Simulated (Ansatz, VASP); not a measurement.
# F in VASP and in Ansatz

Contents of INCAR:

```
SYSTEM = F
  PREC = Accurate
  ENCUT = 520
  EDIFF = 1E-6
  ISMEAR = 0
  SIGMA = 0.1
  LREAL = .FALSE.
  LASPH = .TRUE.
  NELM = 100
  ALGO = Normal
  ISIF = 2
  LWAVE = .FALSE.
  LCHARG = .FALSE.
  GGA = PS
  NBANDS = 22
```

Contents of KPOINTS:

```
regular mesh
0
G
  6 6 4
  0 0 0
```

POSCAR

```
F
1.0
    2.7500000000     -1.6400000000      0.0000000000
    2.7500000000      1.6400000000      0.0000000000
   -1.5347185945      0.0000000000      7.1163922626
F
4
Direct
    0.9680000000      0.6020000000      0.0997000000
    0.3980000000      0.0320000000      0.4003000000
    0.0320000000      0.3980000000      0.9003000000
    0.6020000000      0.9680000000      0.5997000000
```

Input for Ansatz:

```yaml
crystal:
  lattice:
    - [2.75, -1.64, 0.0]
    - [2.75, 1.64, 0.0]
    - [-1.5347185945, 0.0, 7.1163922626]
  atoms:
    - { symbol: F, position: [0.968, 0.602, 0.0997] }
    - { symbol: F, position: [0.398, 0.032, 0.4003] }
    - { symbol: F, position: [0.032, 0.398, 0.9003] }
    - { symbol: F, position: [0.602, 0.968, 0.5997] }
basis:
  ecutwfc: 420
kpoints:
  mp_grid: { grid: [6, 6, 4] }
hamiltonian:
  xc: pbesol
scf:
  occupations: { method: gaussian, width: 0.1 }
output:
  forces: true
  stress: true
  eigenvalues: true
```

Alike in both runs: task single point; functional PBEsol; k mesh 6 × 6 × 4; occupations gaussian, width 0.1 eV; no spin polarisation.

```csv
,VASP,Ansatz
version,VASP 6.6.1,Ansatz 0.2.0
potentials or method,"VASP PAW PBE potentials, release 64 (F), cutoff 520 eV","scalar-relativistic, plane waves, PAW"
valence electrons in the cell,28,28
```

Ansatz gave:

| Property | Result |
| --- | --- |
| gap on the k mesh at the Fermi level (eV) | 1.90 |
| least direct gap on the mesh (eV) | 1.90 |
| pressure (GPa) | -5.8 |
| traceless stress, the component that is largest in VASP (GPa) | -10.68 |
| rms of the force components (eV/Å) | 1.379 |

Q: What did VASP give for the same quantities?

A: gap on the k mesh at the Fermi level (eV): 1.85; least direct gap on the mesh (eV): 1.85; pressure (GPa): -5.7; traceless stress, the component that is largest in VASP (GPa): -9.46; rms of the force components (eV/Å): 1.221.

VASP's potentials were made for PBE, not for PBEsol. Atom by atom the forces differ by 0.159 eV/Å (rms over components).
